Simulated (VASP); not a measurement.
# MgO: single point with r2SCAN

Crystal: MgO.

```
Mg O
1.0
     3.51852    0.00000    0.00000
    -1.75926    3.04713    0.00000
     0.00000    0.00000    4.22676
Mg O
2 2
Direct
  0.33333 0.66667 0.25000
  0.66667 0.33333 0.75000
  0.66667 0.33333 0.25000
  0.33333 0.66667 0.75000
```

| Item | Value |
| --- | --- |
| Program | VASP 6.6.1 |
| Task | single point |
| Functional | r2SCAN |
| Potentials or basis | VASP PAW PBE potentials, release 64 (Mg_sv, O) |
| Cutoff | 920 eV |
| k mesh | 9 × 9 × 6 |
| Occupations | gaussian, width 0.01 eV |
| Spin | no spin polarisation |

```yaml
Pressure: -3.4 GPa
Band_gap_on_the_k_mesh: 3.94 eV
```

Stress tensor (GPa, compression positive):
```
-3.26  0.00  0.00
 0.00 -3.26  0.00
 0.00  0.00 -3.68
```

Levels at points of the mesh, in eV from the valence-band top:
| k point | band 14 | band 15 | band 16 | band 17 | band 18 | band 19 |
| --- | --- | --- | --- | --- | --- | --- |
| (0.00, 0.00, 0.00) | -0.80 | -0.80 | 0.00 | 3.94 | 10.19 | 12.92 |
| (0.00, 0.00, 0.50) | -1.27 | -1.27 | -1.27 | 6.98 | 6.98 | 13.69 |

Run time: 3.2 min on 1 thread of Intel(R) Xeon(R) Platinum 8559C (Emerald Rapids), with other jobs on the host, peak memory 0.29 GiB.

Caveat: the cell stands under tension; the PAW data sets were made with another functional, which shifts forces and pressure a little.
